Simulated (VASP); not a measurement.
# ZrS (Fm-3m) in VASP: a series of runs

The runs below take ZrS through density of states, vibrations by perturbation theory, elastic constants, with PBEsol.

Program: VASP 6.6.1. These are calculated values, not measurements. Logs are shortened: lines on timing, memory, paths and dates and some standing lists are left out, and cuts for length are marked.

**1. The cell of the first run**

The structure is cubic, space group Fm-3m (No. 225). Conventional cell: a = 5.166 Å, b = 5.166 Å, c = 5.166 Å, α = 90.00°, β = 90.00°, γ = 90.00°. Zr (site symmetry m-3m) has 6 S at 2.58 Å within 3.4 Å. S (site symmetry m-3m) has 6 Zr at 2.58 Å within 3.4 Å.

**2. Density of states, PBEsol**

The input, POSCAR:

```
ZrS
1.0
    0.0000000000      2.5830753503      2.5830753503
    2.5830753503      0.0000000000      2.5830753503
    2.5830753503      2.5830753503      0.0000000000
Zr S
1 1
Direct
    0.0000000000      0.0000000000      0.0000000000
    0.5000000000      0.5000000000      0.5000000000
```

The input, INCAR.step1:

```
SYSTEM = ZrS
  PREC = Accurate
  ENCUT = 520
  EDIFF = 1E-7
  ISMEAR = 0
  SIGMA = 0.1
  LREAL = .FALSE.
  LASPH = .TRUE.
  NELM = 100
  ALGO = Normal
  ISIF = 2
  LWAVE = .FALSE.
  LCHARG = .TRUE.
  LMAXMIX = 4
  GGA = PS
  NBANDS = 16
```

The input, KPOINTS.step1:

```
Automatic mesh
0
G
  14 14 14
  0 0 0
```

The input, INCAR.step2:

```
SYSTEM = ZrS
  PREC = Accurate
  ENCUT = 520
  EDIFF = 1E-7
  ISMEAR = -5
  SIGMA = 0.1
  LREAL = .FALSE.
  LASPH = .TRUE.
  NELM = 100
  ALGO = Normal
  ISIF = 2
  LWAVE = .FALSE.
  LCHARG = .FALSE.
  LMAXMIX = 4
  GGA = PS
  LORBIT = 11
  NBANDS = 16
  NEDOS = 1001
  ICHARG = 11
```

The input, KPOINTS.step2:

```
Automatic mesh
0
G
  21 21 21
  0 0 0
```

Potentials or basis: VASP PAW PBE potentials, release 64 (Zr_sv, S).

The run is started by

```bash
> cat potpaw_PBE.64/Zr_sv/POTCAR potpaw_PBE.64/S/POTCAR > POTCAR
> cp INCAR.step1 INCAR
> cp KPOINTS.step1 KPOINTS
> mpirun -np 1 vasp_std > vasp.out
> cp INCAR.step2 INCAR
> cp KPOINTS.step2 KPOINTS
> mpirun -np 1 vasp_std > vasp.out
```

OUTCAR:

```text
SYSTEM = ZrS
   PREC = Accurate
   ENCUT = 520
   EDIFF = 1E-7
   ISMEAR = -5
   LREAL = .FALSE.
   LASPH = .TRUE.
   NELM = 100
   ISIF = 2
   GGA = PS
   LORBIT = 11
   ICHARG = 11

 ion  position               nearest neighbor table
   1  0.000  0.000  0.000-   2 2.58   2 2.58   2 2.58   2 2.58   2 2.58   2 2.58
   2  0.500  0.500  0.500-   1 2.58   1 2.58   1 2.58   1 2.58   1 2.58   1 2.58

  LATTYP: Found a face centered cubic cell.
 ALAT       =     5.1661507006

  Lattice vectors:

 A1 = (   0.0000000000,   2.5830753503,   2.5830753503)
 A2 = (   2.5830753503,   0.0000000000,   2.5830753503)
 A3 = (   2.5830753503,   2.5830753503,   0.0000000000)

Analysis of symmetry for initial positions (statically):
=====================================================================
 Subroutine PRICEL returns:
 Original cell was already a primitive cell.

 Routine SETGRP: Setting up the symmetry group for a
 face centered cubic supercell.

 Subroutine GETGRP returns: Found 48 space group operations
 (whereof 48 operations were pure point group operations)
 out of a pool of 48 trial point group operations.

The static configuration has the point symmetry O_h .

Analysis of symmetry for dynamics (positions and initial velocities):
=====================================================================
 Subroutine PRICEL returns:
 Original cell was already a primitive cell.

 Routine SETGRP: Setting up the symmetry group for a
 face centered cubic supercell.

 Subroutine GETGRP returns: Found 48 space group operations
 (whereof 48 operations were pure point group operations)
 out of a pool of 48 trial point group operations.

The dynamic configuration has the point symmetry O_h .

 Subroutine INISYM returns: Found 48 space group operations
 (whereof 48 operations are pure point group operations),
 and found     1 'primitive' translations

----------------------------------------------------------------------------------------

                                     Primitive cell

  volume of cell :      34.4700

  direct lattice vectors                    reciprocal lattice vectors
     0.000000000  2.583075350  2.583075350    -0.193567718  0.193567718  0.193567718
     2.583075350  0.000000000  2.583075350     0.193567718 -0.193567718  0.193567718
     2.583075350  2.583075350  0.000000000     0.193567718  0.193567718 -0.193567718

  length of vectors
     3.653020193  3.653020193  3.653020193     0.335269122  0.335269122  0.335269122

  position of ions in fractional coordinates (direct lattice)
     0.000000000  0.000000000  0.000000000
     0.500000000  0.500000000  0.500000000

  ion indices of the primitive-cell ions
   primitive index   ion index
                 1           1
                 2           2

----------------------------------------------------------------------------------------

 KPOINTS: Automatic mesh

Automatic generation of k-mesh.
 Grid dimensions read from file:
 generate k-points for:   21   21   21

 Generating k-lattice:

  Cartesian coordinates                     Fractional coordinates (reciprocal lattice)
    -0.009217510  0.009217510  0.009217510     0.047619048  0.000000000  0.000000000
     0.009217510 -0.009217510  0.009217510     0.000000000  0.047619048  0.000000000
     0.009217510  0.009217510 -0.009217510     0.000000000  0.000000000  0.047619048

  Length of vectors
     0.015965196  0.015965196  0.015965196

  Shift w.r.t. Gamma in fractional coordinates (k-lattice)
     0.000000000  0.000000000  0.000000000

 TETIRR: Found   1276 inequivalent tetrahedra from    55566

 Subroutine IBZKPT returns following result:
 ===========================================

 Found    286 irreducible k-points:

 Following reciprocal coordinates:
            Coordinates               Weight
  0.000000  0.000000  0.000000      1.000000
  0.047619  0.000000  0.000000      8.000000
  0.095238  0.000000  0.000000      8.000000
  0.142857  0.000000  0.000000      8.000000
  0.190476  0.000000  0.000000      8.000000
  0.238095  0.000000  0.000000      8.000000
[... 16 lines left out ...]
 -0.428571  0.047619  0.000000     24.000000
 -0.380952  0.047619  0.000000     24.000000
 [... further k-points ...]
   k-points           NKPTS =    286   k-points in BZ     NKDIM =    286   number of bands    NBANDS=     16
   number of dos      NEDOS =   1001   number of ions     NIONS =      2
   total plane-waves  NPLWV =  21952
   dimension x,y,z NGX =    28 NGY =   28 NGZ =   28
   dimension x,y,z NGXF=    56 NGYF=   56 NGZF=   56
   ions per type =               1   1
   NGX,Y,Z   is equivalent  to a cutoff of  12.74, 12.74, 12.74 a.u.
   NGXF,Y,Z  is equivalent  to a cutoff of  25.49, 25.49, 25.49 a.u.
 SYSTEM =  ZrS
   PREC   = accura    normal or accurate (medium, high low for compatibility)
   ISTART =      0    job   : 0-new  1-cont  2-samecut
   ICHARG =     11    charge: 1-file 2-atom 10-const
   ISPIN  =      1    spin polarized calculation?
   LNONCOLLINEAR =      F non collinear calculations
   LSORBIT =      F    spin-orbit coupling
   LASPH  =      T    aspherical Exc in radial PAW
   ENCUT  =  520.0 eV  38.22 Ry    6.18 a.u.   6.79  6.79  6.79*2*pi/ulx,y,z
   NELM   =    100;   NELMIN=  2; NELMDL=  0     # of ELM steps
   EDIFF  = 0.1E-06   stopping-criterion for ELM
   LREAL  =      F    real-space projection
   EDIFFG = 0.1E-05   stopping-criterion for IOM
   NSW    =      0    number of steps for IOM
   IBRION =     -1    ionic relax: 0-MD 1-quasi-New 2-CG
   NFREE  =      0    steps in history (QN), initial steepest desc. (CG)
   ISIF   =      2    stress and relaxation
   ISYM   =      2    0-nonsym 1-usesym 2-fastsym
   POTIM  = 0.5000    time-step for ionic-motion
   TEBEG  =    0.0;   TEEND  =   0.0 temperature during run
   PSTRESS=    0.0 pullay stress
   NELECT =      18.0000    total number of electrons
   NUPDOWN=      -1.0000    fix difference up-down
   EMIN   =  10.00;   EMAX   =-10.00  energy-range for DOS
   EFERMI =   0.00;   METHOD = LEGACY
   ISMEAR =    -5;   SIGMA  =   0.10  broadening in eV -4-tet -1-fermi 0-gaus
   EFERMI_NEDOS =   21; number of points for ismear=-14 and -15
   IALGO  =     38    algorithm
   IMIX   =      4    mixing-type and parameters
     AMIX     =   0.40;   BMIX     =  1.00
     AMIX_MAG =   1.60;   BMIX_MAG =  1.00
  volume/ion in A,a.u.               =      17.23       116.31
  Fermi-wavevector in a.u.,A,eV,Ry     =   1.318313  2.491251 23.646240  1.737950
  Thomas-Fermi vector in A             =   2.448292
   LORBIT       =     11    0 simple, 1 ext, 2 COOP (PROOUT), +10 PAW based schemes
   GGA     = PS    functional components
   LHFCALC =     F    Hartree Fock is set to
   AEXX    =    0.0000 exact exchange contribution
   IVDW    =     0    specifies the selected vdW correction
   LEPSILON=     F    determine dielectric tensor
   LRPA    =     F    only Hartree local field effects (RPA)
 non-spin polarized calculation
 Fermi weights with tetrahedron method with Bloechl corrections
  energy-cutoff  :      520.00
  volume of cell :       34.47
 maximum number of plane-waves:       944

 number of electron      17.9999999 magnetization

 Free energy of the ion-electron system (eV)
  ---------------------------------------------------
  ext. energy  EPLUGINS =         0.00000000
  ---------------------------------------------------
  free energy    TOTEN  =       -16.51253371 eV

  energy without entropy =      -16.51253371  energy(sigma->0) =      -16.51253371

 E-fermi :  11.1982     XC(G=0): -11.6938

 val. band max:       11.2648883217   @ k =  -0.2857   0.1429   0.0000
 cond. band min:      11.1140282944   @ k =   0.0952   0.0000   0.0000
 fundamental gap:     -0.1508600273
 Fermi energy:        11.1981745088

 k-point     1 :       0.0000    0.0000    0.0000
  band No.  band energies     occupation
      1     -38.5658      2.00000
      2     -16.5653      2.00000
      3     -16.5653      2.00000
      4     -16.5653      2.00000
      5      -4.8287      2.00000
      6       7.6907      2.00000
[... 8 lines left out ...]
     15      18.3434      0.00000
     16      24.0236      0.00000

 k-point     2 :       0.0476    0.0000    0.0000
  band No.  band energies     occupation
      1     -38.5650      2.00000
      2     -16.5753      2.00000
      3     -16.5661      2.00000
      4     -16.5661      2.00000
      5      -4.7963      2.00000
      6       7.4857      2.00000
[... 8 lines left out ...]
     15      18.4512      0.00000
     16      23.7963      0.00000

 k-point     3 :       0.0952    0.0000    0.0000
  band No.  band energies     occupation
      1     -38.5628      2.00000
      2     -16.6044      2.00000
      3     -16.5685      2.00000
      4     -16.5685      2.00000
      5      -4.7008      2.00000
      6       6.9869      2.00000
[... 8 lines left out ...]
     15      18.7542      0.00000
     16      23.2137      0.00000

 k-point     4 :       0.1429    0.0000    0.0000
  band No.  band energies     occupation
      1     -38.5594      2.00000
      2     -16.6496      2.00000
      3     -16.5722      2.00000
      4     -16.5722      2.00000
      5      -4.5480      2.00000
      6       6.3574      2.00000
[... 8 lines left out ...]
     15      19.1726      0.00000
     16      22.5677      0.00000
[... 324 lines left out ...]
 k-point    22 :      -0.4762    0.0476    0.0000
  band No.  band energies     occupation
      1     -38.5318      2.00000
      2     -16.9885      2.00000
      3     -16.6084      2.00000
      4     -16.6035      2.00000
      5      -3.1010      2.00000
      6       2.9843      2.00000
[... 8 lines left out ...]
     15      17.5861      0.00000
     16      17.6566      0.00000

 k-point    23 :      -0.4286    0.0476    0.0000
  band No.  band energies     occupation
      1     -38.5328      2.00000
      2     -16.9768      2.00000
      3     -16.6090      2.00000
      4     -16.6006      2.00000
      5      -3.1639      2.00000
      6       3.0908      2.00000
[... 8 lines left out ...]
     15      17.6021      0.00000
     16      17.9656      0.00000

 k-point    24 :      -0.3810    0.0476    0.0000
  band No.  band energies     occupation
      1     -38.5352      2.00000
      2     -16.9483      2.00000
      3     -16.6079      2.00000
      4     -16.5964      2.00000
      5      -3.3112      2.00000
      6       3.3480      2.00000
[... 8 lines left out ...]
     15      18.3766      0.00000
     16      18.4139      0.00000

 [... further k-points ...]
[... 5 lines left out ...]
  --------------------------------------------------------------------------------------
  -------------------------------------------------------------------------------------
  Total       -0.0038717     -0.0038717     -0.0038717      0.0000000      0.0000000      0.0000000
  in kB       -0.1799597     -0.1799597     -0.1799597      0.0000000      0.0000000      0.0000000
  external PRESSURE =      -0.1799597 kB  Pullay stress =       0.0000000 kB

 VOLUME and BASIS-vectors are now :
 -----------------------------------------------------------------------------
  energy-cutoff  :      520.00
  volume of cell :       34.47
      direct lattice vectors                 reciprocal lattice vectors
     0.000000000  2.583075350  2.583075350    -0.193567718  0.193567718  0.193567718
     2.583075350  0.000000000  2.583075350     0.193567718 -0.193567718  0.193567718
     2.583075350  2.583075350  0.000000000     0.193567718  0.193567718 -0.193567718

 POSITION                                       TOTAL-FORCE (eV/Angst)
 -----------------------------------------------------------------------------------
      0.00000      0.00000      0.00000         0.000000      0.000000      0.000000
      2.58308      2.58308      2.58308         0.000000     -0.000000     -0.000000
 -----------------------------------------------------------------------------------
    total drift:                                0.000000      0.000000      0.000000

  FREE ENERGIE OF THE ION-ELECTRON SYSTEM (eV)
  ---------------------------------------------------
  free  energy   TOTEN  =       -16.5125337061 eV

  energy  without entropy=      -16.5125337061  energy(sigma->0) =      -16.51253371

 total charge

# of ion       s       p       d       tot
------------------------------------------
    1        2.133   5.970   1.767   9.871
    2        1.304   2.458   0.000   3.762
--------------------------------------------------
tot          3.437   8.429   1.767  13.632
```

It took 62 s on 1 thread of Intel Xeon 6975P-C (Granite Rapids), shared host; peak memory 0.27 GiB.

Results:

| Property | Result |
| --- | --- |
| Valence electrons inside the program's atomic spheres | Zr 9.87; S 3.76 |

Levels at points of the mesh, in eV from the Fermi level:
```tsv
k point	band 6	band 7	band 8	band 9	band 10	band 11	band 12	band 13
(0.00, 0.00, 0.00)	-3.51	-3.51	-3.51	-1.46	-1.46	-1.46	-0.73	-0.73
```

Caveat: the PAW data sets were made with another functional, which shifts forces and pressure a little; tetrahedron occupations give inexact forces and stress in metals.

**3. Density of states, PBEsol**

The input, POSCAR:

```
ZrS
1.0
    0.0000000000      2.5830753501      2.5830753501
    2.5830753501      0.0000000000      2.5830753501
    2.5830753501      2.5830753501      0.0000000000
Zr S
1 1
Direct
    0.0000000000      0.0000000000      0.0000000000
    0.5000000000      0.5000000000      0.5000000000
```

INCAR.step1 is that of step 2.

KPOINTS.step1 is that of step 2.

INCAR.step2 is that of step 2.

KPOINTS.step2 is that of step 2.

Potentials or basis: VASP PAW PBE potentials, release 64 (Zr_sv, S).

The run is started by

```bash
> cat potpaw_PBE.64/Zr_sv/POTCAR potpaw_PBE.64/S/POTCAR > POTCAR
> cp INCAR.step1 INCAR
> cp KPOINTS.step1 KPOINTS
> mpirun -np 1 vasp_std > vasp.out
> cp INCAR.step2 INCAR
> cp KPOINTS.step2 KPOINTS
> mpirun -np 1 vasp_std > vasp.out
```

Wall time 62 s (1 thread of Intel Xeon Platinum 8559C (Emerald Rapids), shared host); peak memory 0.26 GiB.

It converged, with:

| Property | Result |
| --- | --- |
| Valence electrons inside the program's atomic spheres | Zr 9.87; S 3.76 |

Levels at points of the mesh, in eV from the Fermi level:
```csv
k point,band 7,band 8,band 9,band 10,band 11,band 12
"(0.00, 0.00, 0.00)",-3.51,-3.51,-1.46,-1.46,-1.46,-0.73
```

Caveat: the PAW data sets were made with another functional, which shifts forces and pressure a little; tetrahedron occupations give inexact forces and stress in metals.

(Part 1 of 2 ends here.)
